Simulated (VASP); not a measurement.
# Cu (P6_3/mmc) in VASP: a series of runs, part 2 of 3

VASP 6.6.1. Earlier steps stand in the parts before.

## Step 3: Single point, PBEsol (strain along c alone, the other axes held: +2.0 %)

INCAR reads:

```
  ALGO = Fast
  EDIFF = 1E-6
  ENCUT = 520
  GGA = PS
  ISIF = 2
  ISMEAR = 0
  LASPH = T
  LCHARG = F
  LREAL = F
  LWAVE = F
  NBANDS = 18
  NELM = 80
  PREC = Accurate
  SIGMA = 0.1
```

KPOINTS reads:

```
k-points
0
Gamma
  24 24 12
```

POSCAR reads:

```
Cu
1.0
    2.5205910253      0.0000000000      0.0000000000
   -1.2602955127      2.1828958605      0.0000000000
    0.0000000000      0.0000000000      4.1988537322
Cu
2
Direct
    0.3333333333      0.6666666667      0.2500000000
    0.6666666667      0.3333333333      0.7500000000
```

Potentials or basis: VASP PAW PBE potentials, release 64 (Cu).

Command:

```sh
cat potpaw_PBE.64/Cu/POTCAR > POTCAR
mpirun -np 1 vasp_std > vasp.out
```

OUTCAR:

```text
EDIFF = 1E-6
   ENCUT = 520
   GGA = PS
   ISIF = 2
   ISMEAR = 0
   LASPH = T
   LREAL = F
   NELM = 80
   PREC = Accurate

 ion  position               nearest neighbor table
   1  0.333  0.667  0.250-   2 2.55   2 2.55   2 2.55   2 2.55   2 2.55   2 2.55
   2  0.667  0.333  0.750-   1 2.55   1 2.55   1 2.55   1 2.55   1 2.55   1 2.55

  LATTYP: Found a hexagonal cell.
 ALAT       =     2.5205910253
 C/A-ratio  =     1.6658211071

  Lattice vectors:

 A1 = (   2.5205910253,   0.0000000000,   0.0000000000)
 A2 = (  -1.2602955127,   2.1828958605,   0.0000000000)
 A3 = (   0.0000000000,   0.0000000000,   4.1988537322)

Analysis of symmetry for initial positions (statically):
=====================================================================
 Subroutine PRICEL returns:
 Original cell was already a primitive cell.

 Routine SETGRP: Setting up the symmetry group for a
 hexagonal supercell.

 Subroutine GETGRP returns: Found 24 space group operations
 (whereof 12 operations were pure point group operations)
 out of a pool of 24 trial point group operations.

[... 162 lines left out ...]
  free energy    TOTEN  =        -8.59723875 eV

  energy without entropy =       -8.59447418  energy(sigma->0) =       -8.59585646

 E-fermi :   7.6494     XC(G=0): -13.0369

 val. band max:        7.6353722483   @ k =   0.2500   0.2500   0.2500
 cond. band min:       7.6753159288   @ k =   0.5000   0.0000   0.0833
 fundamental gap:      0.0399436805
 Fermi energy:         7.6493593717

 k-point     1 :       0.0000    0.0000    0.0000
  band No.  band energies     occupation
      1      -1.8822      2.00000
      2       2.4128      2.00000
      3       4.5081      2.00000
      4       4.6418      2.00000
      5       4.6418      2.00000
      6       4.8419      2.00000
[... 481 lines left out ...]
      5       4.6111      2.00000
      6       4.6319      2.00000
[... 10 lines left out ...]
     17      20.7336      0.00000
     18      27.7686      0.00000

 [... further k-points ...]

------------------------ aborting loop because EDIFF is reached ----------------------------------------

  FORCE on cell =-STRESS in cart. coord.  units (eV):
  Direction    XX          YY          ZZ          XY          YZ          ZX
  --------------------------------------------------------------------------------------
  -------------------------------------------------------------------------------------
  Total       -0.1991396     -0.1991396     -0.6512689      0.0000000      0.0000000     -0.0000000
  in kB      -13.8102684    -13.8102684    -45.1652881      0.0000000      0.0000000     -0.0000000
  external PRESSURE =     -24.2619417 kB  Pullay stress =       0.0000000 kB

 VOLUME and BASIS-vectors are now :
 -----------------------------------------------------------------------------
  energy-cutoff  :      520.00
  volume of cell :       23.10
      direct lattice vectors                 reciprocal lattice vectors
     2.520591025  0.000000000  0.000000000     0.396732350  0.229053529  0.000000000
    -1.260295513  2.182895860  0.000000000     0.000000000  0.458107058  0.000000000
     0.000000000  0.000000000  4.198853732     0.000000000  0.000000000  0.238160237

 POSITION                                       TOTAL-FORCE (eV/Angst)
 -----------------------------------------------------------------------------------
     -0.00000      1.45526      1.04971        -0.000000      0.000000      0.000000
      1.26030      0.72763      3.14914         0.000000      0.000000     -0.000000
 -----------------------------------------------------------------------------------
    total drift:                               -0.000000      0.000000     -0.000000

  FREE ENERGIE OF THE ION-ELECTRON SYSTEM (eV)
  ---------------------------------------------------
  free  energy   TOTEN  =        -8.5972387495 eV

  energy  without entropy=       -8.5944741774  energy(sigma->0) =       -8.59585646
```

OSZICAR:

```text
N       E                     dE             d eps       ncg     rms          rms(c)
DAV:   1     0.120915680914E+03    0.12092E+03   -0.10543E+04 16636   0.220E+03
DAV:   2    -0.476176694019E+01   -0.12568E+03   -0.11929E+03 15412   0.288E+02
DAV:   3    -0.107274658781E+02   -0.59657E+01   -0.57421E+01 17176   0.853E+01
DAV:   4    -0.107889480887E+02   -0.61482E-01   -0.61440E-01 18264   0.931E+00
DAV:   5    -0.107897307591E+02   -0.78267E-03   -0.78264E-03 18756   0.907E-01    0.119E+01
RMM:   6    -0.941262492436E+01    0.13771E+01   -0.12826E+01 17970   0.635E+01    0.677E+00
RMM:   7    -0.861908252669E+01    0.79354E+00   -0.22709E+00 17771   0.278E+01    0.145E+00
RMM:   8    -0.859995536015E+01    0.19127E-01   -0.69213E-02 18805   0.250E+00    0.373E-01
RMM:   9    -0.859699426987E+01    0.29611E-02   -0.14487E-02 18647   0.223E+00    0.345E-02
RMM:  10    -0.859721853714E+01   -0.22427E-03   -0.23387E-03 19151   0.598E-01    0.499E-02
RMM:  11    -0.859723127293E+01   -0.12736E-04   -0.38503E-04 19709   0.187E-01    0.163E-02
RMM:  12    -0.859723714275E+01   -0.58698E-05   -0.81654E-05 20491   0.892E-02    0.320E-03
RMM:  13    -0.859723847544E+01   -0.13327E-05   -0.99030E-06 15526   0.317E-02    0.315E-03
RMM:  14    -0.859723874953E+01   -0.27409E-06   -0.24646E-06 11802   0.168E-02
   1 F= -.85972387E+01 E0= -.85958565E+01  d E =-.276457E-02
```

Wall time 4.6 min (1 thread of Intel Xeon 8259CL, shared host); peak memory 0.25 GiB.

What came out:

```
Free energy            : -8.5972 eV
Pressure               : -2.4 GPa
Band gap on the k mesh : zero (bands 11 and 12 overlap by 6.15 eV)
```

Stress tensor (GPa, compression positive):
```
-1.38  0.00  0.00
 0.00 -1.38  0.00
 0.00  0.00 -4.52
```

Caveat: the cell differs from its parent crystal (strain along c alone, the other axes held: +2.0 %); the PAW data sets were made with another functional, which shifts forces and pressure a little.

## Step 4: Single point, PBEsol (strain along c alone, the other axes held: +4.0 %)

INCAR reads:

```
PREC = Accurate
ENCUT = 520
EDIFF = 1E-7
ISMEAR = 0
SIGMA = 0.1
LREAL = False
LASPH = True
NELM = 80
ALGO = Fast
ISIF = 2
LWAVE = False
LCHARG = False
GGA = PS
NBANDS = 18
```

KPOINTS reads:

```
Automatic mesh
0
Gamma
  24 24 12
```

Changes to POSCAR since step 3:

```diff
@@ -4,3 +4,3 @@
    -1.2602955127      2.1828958605      0.0000000000
-    0.0000000000      0.0000000000      4.1988537322
+    0.0000000000      0.0000000000      4.2811841975
 Cu
```

Potentials or basis: VASP PAW PBE potentials, release 64 (Cu).

Command:

```sh
cat potpaw_PBE.64/Cu/POTCAR > POTCAR
mpirun -np 1 vasp_std > vasp.out
```

OUTCAR:

```text
PREC = Accurate
   ENCUT = 520
   EDIFF = 1E-7
   ISMEAR = 0
   LREAL = False
   LASPH = True
   NELM = 80
   ISIF = 2
   GGA = PS

 ion  position               nearest neighbor table
   1  0.333  0.667  0.250-   2 2.59   2 2.59   2 2.59   2 2.59   2 2.59   2 2.59
   2  0.667  0.333  0.750-   1 2.59   1 2.59   1 2.59   1 2.59   1 2.59   1 2.59

  LATTYP: Found a hexagonal cell.
 ALAT       =     2.5205910253
 C/A-ratio  =     1.6984842660

  Lattice vectors:

 A1 = (   2.5205910253,   0.0000000000,   0.0000000000)
 A2 = (  -1.2602955127,   2.1828958605,   0.0000000000)
 A3 = (   0.0000000000,   0.0000000000,   4.2811841975)

Analysis of symmetry for initial positions (statically):
=====================================================================
 Subroutine PRICEL returns:
 Original cell was already a primitive cell.

 Routine SETGRP: Setting up the symmetry group for a
 hexagonal supercell.

 Subroutine GETGRP returns: Found 24 space group operations
 (whereof 12 operations were pure point group operations)
 out of a pool of 24 trial point group operations.

The static configuration has the point symmetry D_3d.
 The point group associated with its full space group is D_6h.

Analysis of symmetry for dynamics (positions and initial velocities):
=====================================================================
 Subroutine PRICEL returns:
 Original cell was already a primitive cell.

 Routine SETGRP: Setting up the symmetry group for a
 hexagonal supercell.

 Subroutine GETGRP returns: Found 24 space group operations
 (whereof 12 operations were pure point group operations)
 out of a pool of 24 trial point group operations.

The dynamic configuration has the point symmetry D_3d.
 The point group associated with its full space group is D_6h.

 Subroutine INISYM returns: Found 24 space group operations
 (whereof 12 operations are pure point group operations),
 and found     1 'primitive' translations

----------------------------------------------------------------------------------------

                                     Primitive cell

  volume of cell :      23.5559

  direct lattice vectors                    reciprocal lattice vectors
     2.520591025  0.000000000  0.000000000     0.396732350  0.229053529  0.000000000
    -1.260295513  2.182895860  0.000000000     0.000000000  0.458107058  0.000000000
     0.000000000  0.000000000  4.281184198     0.000000000  0.000000000  0.233580232

  length of vectors
     2.520591025  2.520591025  4.281184198     0.458107058  0.458107058  0.233580232

  position of ions in fractional coordinates (direct lattice)
     0.333333333  0.666666667  0.250000000
     0.666666667  0.333333333  0.750000000

  ion indices of the primitive-cell ions
   primitive index   ion index
                 1           1
                 2           2

----------------------------------------------------------------------------------------

 KPOINTS: Automatic mesh

Automatic generation of k-mesh.
 Grid dimensions read from file:
 generate k-points for:   24   24   12

 Generating k-lattice:

  Cartesian coordinates                     Fractional coordinates (reciprocal lattice)
     0.016530515  0.009543897  0.000000000     0.041666667  0.000000000  0.000000000
     0.000000000  0.019087794  0.000000000     0.000000000  0.041666667  0.000000000
     0.000000000  0.000000000  0.019465019     0.000000000  0.000000000  0.083333333

  Length of vectors
     0.019087794  0.019087794  0.019465019

  Shift w.r.t. Gamma in fractional coordinates (k-lattice)
     0.000000000  0.000000000  0.000000000

 Subroutine IBZKPT returns following result:
 ===========================================

 Found    427 irreducible k-points:

 Following reciprocal coordinates:
            Coordinates               Weight
  0.000000  0.000000  0.000000      1.000000
  0.041667 -0.000000  0.000000      6.000000
  0.083333 -0.000000  0.000000      6.000000
  0.125000 -0.000000  0.000000      6.000000
  0.166667 -0.000000  0.000000      6.000000
  0.208333  0.000000  0.000000      6.000000
[... 16 lines left out ...]
  0.416667  0.041667  0.000000     12.000000
  0.458333  0.041667  0.000000     12.000000
 [... further k-points ...]
   k-points           NKPTS =    427   k-points in BZ     NKDIM =    427   number of bands    NBANDS=     18
   number of dos      NEDOS =    301   number of ions     NIONS =      2
   total plane-waves  NPLWV =  12800
   dimension x,y,z NGX =    20 NGY =   20 NGZ =   32
   dimension x,y,z NGXF=    40 NGYF=   40 NGZF=   64
   ions per type =               2
   NGX,Y,Z   is equivalent  to a cutoff of  13.19, 13.19, 12.43 a.u.
   NGXF,Y,Z  is equivalent  to a cutoff of  26.38, 26.38, 24.85 a.u.
 SYSTEM =  unknown system
   PREC   = accura    normal or accurate (medium, high low for compatibility)
   ISTART =      0    job   : 0-new  1-cont  2-samecut
   ICHARG =      2    charge: 1-file 2-atom 10-const
   ISPIN  =      1    spin polarized calculation?
   LNONCOLLINEAR =      F non collinear calculations
   LSORBIT =      F    spin-orbit coupling
   LASPH  =      T    aspherical Exc in radial PAW
   ENCUT  =  520.0 eV  38.22 Ry    6.18 a.u.   4.69  4.69  7.96*2*pi/ulx,y,z
   NELM   =     80;   NELMIN=  2; NELMDL= -5     # of ELM steps
   EDIFF  = 0.1E-06   stopping-criterion for ELM
   LREAL  =      F    real-space projection
   EDIFFG = 0.1E-05   stopping-criterion for IOM
   NSW    =      0    number of steps for IOM
   IBRION =     -1    ionic relax: 0-MD 1-quasi-New 2-CG
   NFREE  =      0    steps in history (QN), initial steepest desc. (CG)
   ISIF   =      2    stress and relaxation
   ISYM   =      2    0-nonsym 1-usesym 2-fastsym
   POTIM  = 0.5000    time-step for ionic-motion
   TEBEG  =    0.0;   TEEND  =   0.0 temperature during run
   PSTRESS=    0.0 pullay stress
   NELECT =      22.0000    total number of electrons
   NUPDOWN=      -1.0000    fix difference up-down
   EMIN   =  10.00;   EMAX   =-10.00  energy-range for DOS
   EFERMI =   0.00;   METHOD = LEGACY
   ISMEAR =     0;   SIGMA  =   0.10  broadening in eV -4-tet -1-fermi 0-gaus
   EFERMI_NEDOS =   21; number of points for ismear=-14 and -15
   IALGO  =     68    algorithm
   IMIX   =      4    mixing-type and parameters
     AMIX     =   0.40;   BMIX     =  1.00
     AMIX_MAG =   1.60;   BMIX_MAG =  1.00
  volume/ion in A,a.u.               =      11.78        79.48
  Fermi-wavevector in a.u.,A,eV,Ry     =   1.600231  3.023998 34.840963  2.560739
  Thomas-Fermi vector in A             =   2.697399
   LORBIT       =      0    0 simple, 1 ext, 2 COOP (PROOUT), +10 PAW based schemes
   GGA     = PS    functional components
   LHFCALC =     F    Hartree Fock is set to
   AEXX    =    0.0000 exact exchange contribution
   IVDW    =     0    specifies the selected vdW correction
   LEPSILON=     F    determine dielectric tensor
   LRPA    =     F    only Hartree local field effects (RPA)
 non-spin polarized calculation
 RMM-DIIS sequential band-by-band and
 Gauss-broadening in eV      SIGMA  =   0.10
  energy-cutoff  :      520.00
  volume of cell :       23.56
 maximum number of plane-waves:       651
 NGX is ok and might be reduce to    20
   NGX =  9   NGY =  9   NGZ = 15

 number of electron      21.9999997 magnetization

 Free energy of the ion-electron system (eV)
  ---------------------------------------------------
  ext. energy  EPLUGINS =         0.00000000
  ---------------------------------------------------
  free energy    TOTEN  =        -8.57796080 eV

  energy without entropy =       -8.57450748  energy(sigma->0) =       -8.57623414

 E-fermi :   7.4186     XC(G=0): -12.9223

 val. band max:        7.4105124934   @ k =   0.4583   0.0417   0.0833
 cond. band min:       7.4264535269   @ k =   0.2917   0.2083   0.2500
 fundamental gap:      0.0159410335
 Fermi energy:         7.4185840417

 k-point     1 :       0.0000    0.0000    0.0000
  band No.  band energies     occupation
      1      -1.9753      2.00000
      2       2.2319      2.00000
      3       4.2600      2.00000
      4       4.4555      2.00000
      5       4.4555      2.00000
      6       4.6349      2.00000
[... 10 lines left out ...]
     17      30.0424      0.00000
     18      31.6264      0.00000
[... 463 lines left out ...]
 k-point    24 :       0.4583    0.0417    0.0000
  band No.  band energies     occupation
      1       2.6156      2.00000
      2       2.8523      2.00000
      3       3.0976      2.00000
      4       4.4110      2.00000
      5       4.4429      2.00000
      6       4.4883      2.00000
[... 10 lines left out ...]
     17      20.6291      0.00000
     18      27.5386      0.00000

 [... further k-points ...]

------------------------ aborting loop because EDIFF is reached ----------------------------------------

  FORCE on cell =-STRESS in cart. coord.  units (eV):
  Direction    XX          YY          ZZ          XY          YZ          ZX
  --------------------------------------------------------------------------------------
  -------------------------------------------------------------------------------------
  Total       -0.4201029     -0.4201029     -1.3504322      0.0000000     -0.0000000     -0.0000000
  in kB      -28.5737323    -28.5737323    -91.8510375      0.0000000     -0.0000000     -0.0000000
  external PRESSURE =     -49.6661674 kB  Pullay stress =       0.0000000 kB

 VOLUME and BASIS-vectors are now :
 -----------------------------------------------------------------------------
  energy-cutoff  :      520.00
  volume of cell :       23.56
      direct lattice vectors                 reciprocal lattice vectors
     2.520591025  0.000000000  0.000000000     0.396732350  0.229053529  0.000000000
    -1.260295513  2.182895860  0.000000000     0.000000000  0.458107058  0.000000000
     0.000000000  0.000000000  4.281184198     0.000000000  0.000000000  0.233580232

 POSITION                                       TOTAL-FORCE (eV/Angst)
 -----------------------------------------------------------------------------------
     -0.00000      1.45526      1.07030         0.000000     -0.000000      0.000000
      1.26030      0.72763      3.21089        -0.000000      0.000000      0.000000
 -----------------------------------------------------------------------------------
    total drift:                               -0.000000      0.000000     -0.000000

  FREE ENERGIE OF THE ION-ELECTRON SYSTEM (eV)
  ---------------------------------------------------
  free  energy   TOTEN  =        -8.5779608035 eV

  energy  without entropy=       -8.5745074822  energy(sigma->0) =       -8.57623414
```

It took 4.9 min on 1 thread of Intel Xeon 8259CL, shared host; peak memory 0.26 GiB.

Results:

```
Free energy            : -8.5780 eV
Pressure               : -5.0 GPa
Band gap on the k mesh : zero (bands 11 and 12 overlap by 6.18 eV)
```

Stress tensor (GPa, compression positive):
```
-2.86  0.00  0.00
 0.00 -2.86  0.00
 0.00  0.00 -9.19
```

Levels at points of the mesh, in eV from the Fermi level:
```tsv
k point	band 9	band 10	band 11	band 12	band 13	band 14
(0.00, 0.00, 0.00)	-2.36	-1.71	-1.71	-1.37	3.24	21.92
(0.50, 0.00, 0.00)	-1.55	-1.48	0.09	1.70	7.60	7.81
(0.00, 0.00, 0.50)	-1.93	-1.93	-1.93	-1.93	11.46	11.46
(0.50, 0.00, 0.50)	-1.51	-1.51	0.52	0.52	4.95	4.95
```

Caveat: the cell differs from its parent crystal (strain along c alone, the other axes held: +4.0 %); the stress differs along the axes, from -9 to -3 GPa; the PAW data sets were made with another functional, which shifts forces and pressure a little.

(Continued in part 3 of 3.)

The gap in the log of VASP goes by the Fermi energy; the results here count the filled bands.